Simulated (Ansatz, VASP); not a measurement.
# MnSb in VASP and in Ansatz

Contents of INCAR:

```
ALGO = Normal ; EDIFF = 1E-6
ENCUT = 520 ; GGA = PE
ISIF = 2 ; ISMEAR = -1
ISPIN = 2 ; LASPH = True
LCHARG = False ; LMAXMIX = 4
LORBIT = 11 ; LREAL = False
LWAVE = False ; MAGMOM = 0 0 4 4
NBANDS = 30 ; NELM = 150
NUPDOWN = 8.0 ; PREC = Accurate
SIGMA = 0.05
```

KPOINTS

```
k-points
0
Gamma
  6 6 4
```

The input POSCAR:

```
MnSb
1.0
    4.1500000000      0.0000000000      0.0000000000
   -2.0750000000      3.5940054257      0.0000000000
    0.0000000000      0.0000000000      5.7800000000
Sb Mn
2 2
Direct
    0.6666666667      0.3333333333      0.7500000000
    0.3333333333      0.6666666667      0.2500000000
    0.0000000000      0.0000000000      0.5000000000
    0.0000000000      0.0000000000      0.0000000000
```

File input.yaml:

```yaml
crystal:
  lattice:
    - [4.15, 0.0, 0.0]
    - [-2.075, 3.5940054257, 0.0]
    - [0.0, 0.0, 5.78]
  atoms:
    - { symbol: Sb, position: [0.6666666667, 0.3333333333, 0.75] }
    - { symbol: Sb, position: [0.3333333333, 0.6666666667, 0.25] }
    - { symbol: Mn, position: [0.0, 0.0, 0.5], spin: 4.0 }
    - { symbol: Mn, position: [0.0, 0.0, 0.0], spin: 4.0 }
hamiltonian:
  xc: pbe
  pseudopotentials: { kind: paw }
magnetization:
  spin_polarized: true
  initial_magnetization: 8.0
  spin_locking: { lock_magnetization: hard }
kpoints:
  mp_grid: { grid: [6, 6, 4] }
scf:
  occupations: { method: fermi_dirac, width: 0.05 }
  lower_state_search: "off"
output:
  forces: true
  stress: true
  eigenvalues: true
  write_density: true
  write_potential: true
  elf: true
  volumetric_format: npy
```

Alike in both runs: task single point; functional PBE; k mesh 6 × 6 × 4; occupations fermi-dirac, width 0.05 eV; collinear spin; fixed moment 8 μB.

|  | VASP | Ansatz |
| --- | --- | --- |
| version | VASP 6.6.1 | Ansatz 0.2.0 |
| potentials or method | VASP PAW PBE potentials, release 64 (Sb, Mn_pv) | Ansatz PAW |
| plane-wave cutoff (eV) | 520 | 420 |
| valence electrons in the cell | 36 | 60 |

VASP gave:

- pressure (GPa): 1.9
- traceless stress, the component that is largest in VASP (GPa): 0.28
- net moment per atom (μB): 2.00
- size of the moment on the site where the two differ most (μB): 3.78

Question: What did Ansatz give for the same quantities?

Answer: Pressure (GPa): 1.9; traceless stress, the component that is largest in VASP (GPa): 0.29; net moment per atom (μB): 2.00; size of the moment on the site where the two differ most (μB): 3.82.

Site moments also hang on the region over which each program counts them. VASP's potentials hold 36 valence electrons a cell and Ansatz's 60, so a difference there can come from the potentials and not from the codes.

Spin-orbit coupling is off throughout.
